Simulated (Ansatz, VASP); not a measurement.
## One calculation of CdS, two programs

```
Cd S
1.0
     0.00000    2.91650    2.91650
     2.91650    0.00000    2.91650
     2.91650    2.91650    0.00000
Cd S
1 1
Cartesian
  0.0000 0.0000 0.0000
  4.3748 4.3748 4.3748
```

Alike in both runs: task single point; functional BHLYP; k mesh 4 × 4 × 4; occupations fermi-dirac, width 0.05 eV; no spin polarisation.

|  | VASP | Ansatz |
| --- | --- | --- |
| version | VASP 6.6.1 | Ansatz 0.2.0 |
| potentials or method | VASP PAW PBE potentials, release 64 (Cd, S) | Ansatz PAW |
| plane-wave cutoff (eV) | 520 | 420 |
| valence electrons in the cell | 18 | 26 |

VASP gave:

* gap on the k mesh at the Fermi level (eV): 4.71
* least direct gap on the mesh (eV): 4.71
* pressure (GPa): 3.7

Question: Which values does Ansatz return?

Answer: gap on the k mesh at the Fermi level (eV): 4.62; least direct gap on the mesh (eV): 4.62; pressure (GPa): 3.6.

VASP's potentials were made for PBE, not for BHLYP. The functional is the same, so the differences come from potentials, cutoffs and numerics. VASP's potentials hold 18 valence electrons a cell and Ansatz's 26, so a difference there can come from the potentials and not from the codes.

The k mesh is coarse, so the values compare programs but aren't converged.
